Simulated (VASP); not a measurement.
**Hf: single point with B3LYP5**

Hf:

```
Hf
1.0
     3.19670    0.00000    0.00000
    -1.59835    2.76842    0.00000
     0.00000    0.00000    5.05780
Hf
2
Direct
  0.66667 0.33333 0.75000
  0.33333 0.66667 0.25000
```

```yaml
Program: VASP 6.6.1
Task: single point
Functional: B3LYP5
Potentials_or_basis: VASP PAW PBE potentials, release 64 (Hf_pv)
Cutoff: 520 eV
k_mesh: 5 × 5 × 3
Occupations: fermi-dirac, width 0.05 eV
Spin: no spin polarisation
```

The pressure is 1.2 GPa and the band gap on the k mesh is zero (bands 10 and 11 overlap by 1.97 eV).

Stress tensor (GPa, compression positive):
```
 1.96  0.00  0.00
 0.00  1.96  0.00
 0.00  0.00 -0.27
```

Levels at points of the mesh, in eV from the Fermi level:
```
           k point  band 8  band 9  band 10  band 11  band 12  band 13
(0.00, 0.00, 0.00)   -4.36    0.93     1.74     1.74     2.15     2.71
```

Run time: 11 min on 1 thread of Intel(R) Xeon(R) Platinum 8259CL CPU @ 2.50GHz (Skylake/Cascade Lake), with other jobs on the host, peak memory 0.18 GiB.

Caveat: the k points lie up to 0.45 Å⁻¹ apart, too coarse for converged energies and pressures of a metal; the PAW data sets were made with another functional, which shifts forces and pressure a little; spin-orbit coupling is left out, which moves the levels of the heavy elements.
